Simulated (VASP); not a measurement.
**Pt: relaxation of cell and atoms with PBEsol**

The system is Pt.

```
CELL_PARAMETERS angstrom
0.00000 1.95393 1.95393
1.95393 0.00000 1.95393
1.95393 1.95393 0.00000
ATOMIC_POSITIONS crystal
Pt 0.00000 0.00000 0.00000
```

```yaml
Program: VASP 6.6.1
Task: relaxation of cell and atoms
Functional: PBEsol
Potentials_or_basis: VASP PAW PBE potentials, release 64 (Pt)
Cutoff: 600 eV
k_mesh: 17 × 17 × 17
Occupations: fermi-dirac, width 0.1 eV
Spin: no spin polarisation
Target_pressure: 2.6 GPa
Dipole_correction: no
Further_INCAR_settings: ALGO = Normal; EDIFF = 1e-06; IBRION = 2; EDIFFG = -0.005; NSW = 60; ISIF = 3
```

```
Relaxed volume                                         : 14.91 Å³/atom
Relaxed cell                                           : a = 2.762 Å, b = 2.762 Å, c = 2.762 Å, α = 60.00°, β = 60.00°, γ = 60.00°
Space group after relaxing (to 0.05 Å)                 : Fm-3m (No. 225)
Energy change on relaxing (the enthalpy is what falls) : +0.2 meV/atom
Ionic steps                                            : 3
Pressure after relaxing                                : 2.6 GPa
Band gap on the k mesh                                 : zero (band 5 reaches 11.79 eV, above the bottom of band 6 at 9.57 eV)
```

Step by step:
```csv
step,energy change (eV),largest force (eV/Å),pressure (GPa),volume (Å³)
1,0.0000,0.0000,2.33,14.92
2,0.0010,0.0000,3.42,14.87
3,0.0002,0.0000,2.63,14.91
```

Final structure:
```xyz
1
Lattice="0.0000 1.9533 1.9533 1.9533 0.0000 1.9533 1.9533 1.9533 0.0000" Properties=species:S:1:pos:R:3 pbc="T T T"
Pt    0.0000    0.0000    0.0000
```

Levels at points of the mesh, in eV from the Fermi level:
| k point | band 2 | band 3 | band 4 | band 5 | band 6 | band 7 | band 8 | band 9 |
| --- | --- | --- | --- | --- | --- | --- | --- | --- |
| (0.00, 0.00, 0.00) | -3.89 | -3.89 | -3.89 | -1.67 | -1.67 | 14.58 | 19.60 | 19.60 |

Run time: 24 s on 1 thread of Intel(R) Xeon(R) Platinum 8375C CPU @ 2.90GHz (Ice Lake), with other jobs on the host, peak memory 0.17 GiB.

Caveat: the cell is relaxed towards a set pressure, so the enthalpy falls and the energy may rise; the PAW data sets were made with another functional, which shifts forces and pressure a little; spin-orbit coupling is left out, which moves the levels of the heavy elements.
